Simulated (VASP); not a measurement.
# PtSe2 (R3m) in VASP: a series of runs, part 2 of 2

VASP 6.6.1. Earlier steps stand in the parts before.

## 3. Single point, PBE

This run uses another cell than the first one, of 20.99 Å³/atom.

Input file INCAR:

```
PREC = Accurate
ENCUT = 520
EDIFF = 1E-6
ISMEAR = -1
SIGMA = 0.02
LREAL = F
LASPH = T
NELM = 60
ALGO = Normal
ISIF = 2
LWAVE = F
LCHARG = F
GGA = PE
NBANDS = 18
```

Input file KPOINTS:

```
regular mesh
0
Gamma
  8 8 8
```

Input file POSCAR:

```
PtSe2
1.0
    1.8204971574      1.0510645239      5.4845026741
   -1.8204971574      1.0510645239      5.4845026741
    0.0000000000     -2.1021290477      5.4845026741
Pt Se
1 2
Direct
   -0.0007636743     -0.0007636743     -0.0007636743
    0.4219829336      0.4219829336      0.4219829336
    0.2454474074      0.2454474074      0.2454474074
```

Potentials or basis: VASP PAW PBE potentials, release 64 (Pt, Se).

Run with:

```console
cat potpaw_PBE.64/Pt/POTCAR potpaw_PBE.64/Se/POTCAR > POTCAR
mpirun -np 1 vasp_std > vasp.out
```

It took 73 s on 1 thread of Intel Xeon 6975P-C (Granite Rapids), shared host; peak memory 0.34 GiB.

Results (log left out):

* Free energy: -13.0677 eV
* Pressure: 3.4 GPa
* Largest force: 0.229 eV/Å
* Band gap on the k mesh: zero (bands 11 and 12 overlap by 0.90 eV)

Forces in eV/Å, atoms in the order of the input:
```
Pt   0.000  0.000  0.031
Se   0.000  0.000  0.197
Se   0.000  0.000 -0.229
```

Stress tensor (GPa, compression positive):
```
3.69 0.00 0.00
0.00 3.69 0.00
0.00 0.00 2.96
```

Levels at points of the mesh, in eV from the Fermi level:
```tsv
k point	band 8	band 9	band 10	band 11	band 12	band 13	band 14	band 15
(0.00, 0.00, 0.00)	-2.85	0.07	0.07	0.59	0.85	0.85	2.38	5.80
(0.50, 0.00, 0.00)	-3.10	-2.47	-2.18	-1.49	0.59	0.97	3.34	5.10
(0.50, 0.50, 0.00)	-3.30	-2.79	-2.15	-1.98	0.30	1.74	4.05	6.35
(0.50, 0.50, 0.50)	-2.86	-2.18	0.33	0.33	0.61	0.61	3.21	6.08
```

Caveat: the cell stands under pressure; spin-orbit coupling is left out, which moves the levels of the heavy elements.

## 4. Single point, r2SCAN+rVV10

This run uses another cell than the first one, of 20.99 Å³/atom.

POSCAR is that of step 3.

Input file INCAR.step1:

```
SYSTEM = PtSe2
PREC     = Accurate       ! precision mode
ENCUT    = 520            ! plane-wave cutoff, eV
ISMEAR   = -1             ! smearing method
SIGMA    = 0.02           ! smearing width, eV
LREAL    = .False.        ! projectors in reciprocal space
LASPH    = .True.         ! aspherical terms in the spheres
NELM     = 60             ! most SCF steps
NBANDS   = 18             ! bands
GGA      = PE             ! functional
ALGO     = Normal         ! electronic algorithm
EDIFF    = 1E-4           ! SCF threshold, eV
LWAVE    = .True.         ! write WAVECAR
LCHARG   = .False.        ! write CHGCAR
```

Input file INCAR.step2:

```
SYSTEM = PtSe2
PREC     = Accurate       ! precision mode
ENCUT    = 520            ! plane-wave cutoff, eV
EDIFF    = 1E-6           ! SCF threshold, eV
ISMEAR   = -1             ! smearing method
SIGMA    = 0.02           ! smearing width, eV
LREAL    = .False.        ! projectors in reciprocal space
LASPH    = .True.         ! aspherical terms in the spheres
NELM     = 60             ! most SCF steps
ALGO     = Normal         ! electronic algorithm
ISIF     = 2              ! what is computed and relaxed
LWAVE    = .False.        ! write WAVECAR
LCHARG   = .True.         ! write CHGCAR
METAGGA  = R2SCAN         ! meta-GGA
LMIXTAU  = .True.       
LUSE_VDW = .True.       
IVDW_NL  = 2            
BPARAM   = 11.95        
CPARAM   = 0.0093       
LELF     = .True.         ! ELF
LVHAR    = .True.       
NBANDS   = 18             ! bands
ISTART   = 1
```

Input file KPOINTS:

```
regular mesh
0
Gamma
  8 8 8
  0 0 0
```

Potentials or basis: VASP PAW PBE potentials, release 64 (Pt, Se).

Run with:

```console
cat potpaw_PBE.64/Pt/POTCAR potpaw_PBE.64/Se/POTCAR > POTCAR
cp INCAR.step1 INCAR
mpirun -np 1 vasp_std > vasp.out
cp INCAR.step2 INCAR
mpirun -np 1 vasp_std > vasp.out
```

OUTCAR:

```text
SYSTEM = PtSe2
   PREC = Accurate
   ENCUT = 520
   EDIFF = 1E-6
   ISMEAR = -1
   LREAL = .False.
   LASPH = .True.
   NELM = 60
   ISIF = 2
   METAGGA = R2SCAN
   IVDW_NL = 2
   BPARAM = 11.95
   ISTART = 1

 ion  position               nearest neighbor table
   1  0.999  0.999  0.999-   3 2.54   3 2.54   3 2.54   2 2.57   2 2.57   2 2.57
   2  0.422  0.422  0.422-   1 2.57   1 2.57   1 2.57
   3  0.245  0.245  0.245-   1 2.54   1 2.54   1 2.54

  LATTYP: Found a trigonal (rhomboedric) cell.
 ALAT       =     5.8735607697
 COS(alpha) =     0.8078647397

  Lattice vectors:

 A1 = (   1.8204971574,   1.0510645239,   5.4845026741)
 A2 = (  -1.8204971574,   1.0510645239,   5.4845026741)
 A3 = (   0.0000000000,  -2.1021290477,   5.4845026741)

Analysis of symmetry for initial positions (statically):
=====================================================================
 Subroutine PRICEL returns:
 Original cell was already a primitive cell.
[... 170 lines left out ...]
  free energy    TOTEN  =       -79.66545097 eV

  energy without entropy =      -79.66275050  energy(sigma->0) =      -79.66410074

 E-fermi :   5.9369     XC(G=0): -11.1783

 val. band max:        5.9269944739   @ k =   0.3750   0.2500   0.2500
 cond. band min:       5.9716036638   @ k =   0.1250   0.1250   0.0000
 fundamental gap:      0.0446091899
 Fermi energy:         5.9369208116

 k-point     1 :       0.0000    0.0000    0.0000
  band No.  band energies     occupation
      1     -10.3455      2.00000
      2      -7.7152      2.00000
      3      -1.8373      2.00000
      4       0.5763      2.00000
      5       0.5763      2.00000
      6       1.2864      2.00000
[... 481 lines left out ...]
      5       0.7593      2.00000
      6       1.0905      2.00000
[... 10 lines left out ...]
     17      15.2537      0.00000
     18      15.4731      0.00000

 [... further k-points ...]

------------------------ aborting loop because EDIFF is reached ----------------------------------------

  FORCE on cell =-STRESS in cart. coord.  units (eV):
  Direction    XX          YY          ZZ          XY          YZ          ZX
  --------------------------------------------------------------------------------------
  -------------------------------------------------------------------------------------
  Total        0.1690220      0.1690220      0.1430215      0.0000000      0.0000000      0.0000000
  in kB        4.3007662      4.3007662      3.6391853      0.0000000      0.0000000      0.0000000
  external PRESSURE =       4.0802392 kB  Pullay stress =       0.0000000 kB

 VOLUME and BASIS-vectors are now :
 -----------------------------------------------------------------------------
  energy-cutoff  :      520.00
  volume of cell :       62.97
      direct lattice vectors                 reciprocal lattice vectors
     1.820497157  1.051064524  5.484502674     0.274650250  0.158569396  0.060777313
    -1.820497157  1.051064524  5.484502674    -0.274650250  0.158569396  0.060777313
     0.000000000 -2.102129048  5.484502674     0.000000000 -0.317138792  0.060777313

 POSITION                                       TOTAL-FORCE (eV/Angst)
 -----------------------------------------------------------------------------------
      0.00000      0.00000     16.44094         0.000000      0.000000      0.003277
      0.00000      0.00000      6.94310         0.000000      0.000000      0.027046
      0.00000      0.00000      4.03847         0.000000     -0.000000     -0.030322
 -----------------------------------------------------------------------------------
    total drift:                               -0.000000     -0.000000     -0.000427

  FREE ENERGIE OF THE ION-ELECTRON SYSTEM (eV)
  ---------------------------------------------------
  free  energy   TOTEN  =       -79.6654509711 eV

  energy  without entropy=      -79.6627504998  energy(sigma->0) =      -79.66410074
```

OUTCAR.step1:

```text
SYSTEM = PtSe2
   PREC = Accurate
   ENCUT = 520
   ISMEAR = -1
   LREAL = .False.
   LASPH = .True.
[... 729 lines left out ...]
      0.00000      0.00000     16.44094         0.000000      0.000000      0.030534
      0.00000      0.00000      6.94310         0.000000      0.000000      0.197305
      0.00000      0.00000      4.03847         0.000000     -0.000000     -0.227839
 -----------------------------------------------------------------------------------
    total drift:                               -0.000000     -0.000000     -0.001105

  FREE ENERGIE OF THE ION-ELECTRON SYSTEM (eV)
  ---------------------------------------------------
  free  energy   TOTEN  =       -13.0676887384 eV

  energy  without entropy=      -13.0652928106  energy(sigma->0) =      -13.06649077
```

OSZICAR.step1:

```text
N       E                     dE             d eps       ncg     rms          rms(c)
DAV:   1     0.108750549063E+03    0.10875E+03   -0.99535E+03  2396   0.107E+03
DAV:   2    -0.854648477686E+01   -0.11730E+03   -0.11340E+03  2926   0.208E+02
DAV:   3    -0.135346094518E+02   -0.49881E+01   -0.49396E+01  2770   0.430E+01
DAV:   4    -0.135745785762E+02   -0.39969E-01   -0.39946E-01  2800   0.421E+00
DAV:   5    -0.135750159651E+02   -0.43739E-03   -0.43738E-03  2708   0.433E-01    0.129E+01
DAV:   6    -0.132652150502E+02    0.30980E+00   -0.34636E+00  2402   0.146E+01    0.859E+00
DAV:   7    -0.130917914361E+02    0.17342E+00   -0.74754E-01  2366   0.835E+00    0.447E+00
DAV:   8    -0.130702006128E+02    0.21591E-01   -0.66527E-02  2548   0.187E+00    0.590E-01
DAV:   9    -0.130676745430E+02    0.25261E-02   -0.81360E-03  2478   0.778E-01    0.185E-01
DAV:  10    -0.130676841006E+02   -0.95576E-05   -0.14822E-03  2696   0.230E-01    0.495E-02
DAV:  11    -0.130676887384E+02   -0.46378E-05   -0.90224E-05  1294   0.576E-02
   1 F= -.13067689E+02 E0= -.13066491E+02  d E =-.239593E-02
```

It took 6.2 min on 1 thread of Intel Xeon 6975P-C (Granite Rapids), shared host; peak memory 0.78 GiB.

What came out:

```
Free energy            : -79.6655 eV
Pressure               : 0.4 GPa
Largest force          : 0.030 eV/Å
Band gap on the k mesh : zero (bands 11 and 12 overlap by 0.89 eV)
```

Forces in eV/Å, atoms in the order of the input:
```
Pt   0.000  0.000  0.003
Se   0.000  0.000  0.027
Se   0.000  0.000 -0.030
```

Caveat: the PAW data sets were made with another functional, which shifts forces and pressure a little; spin-orbit coupling is left out, which moves the levels of the heavy elements.

## 5. Overview

```tsv
level	cell	gap on the mesh (eV)	pressure (GPa)	largest force (eV/Å)
PBE+D3(BJ)	a = 5.635 Å, angles 37.6°, 3 atoms, atomic positions A	none	0.0	0.01
PBE	a = 5.874 Å, angles 36.1°, 3 atoms, atomic positions B	none	3.4	0.23
r2SCAN+rVV10	a = 5.874 Å, angles 36.1°, 3 atoms, atomic positions B	none	0.4	0.03
```

Alike in all rows: task single point; potentials or basis VASP PAW PBE potentials, release 64 (Pt, Se); no spin polarisation; k mesh 8 × 8 × 8; cutoff (eV) 520; smearing fermi-dirac 0.02 eV.

Caveats: spin-orbit coupling is left out, which moves the levels of the heavy elements; the cell stands under pressure (at least some runs); the PAW data sets were made with another functional, which shifts forces and pressure a little (at least some runs).

Total energies depend on the potentials used, so only differences within one code and one set of settings carry meaning.

The gap in the log of VASP goes by the Fermi energy; the results here count the filled bands.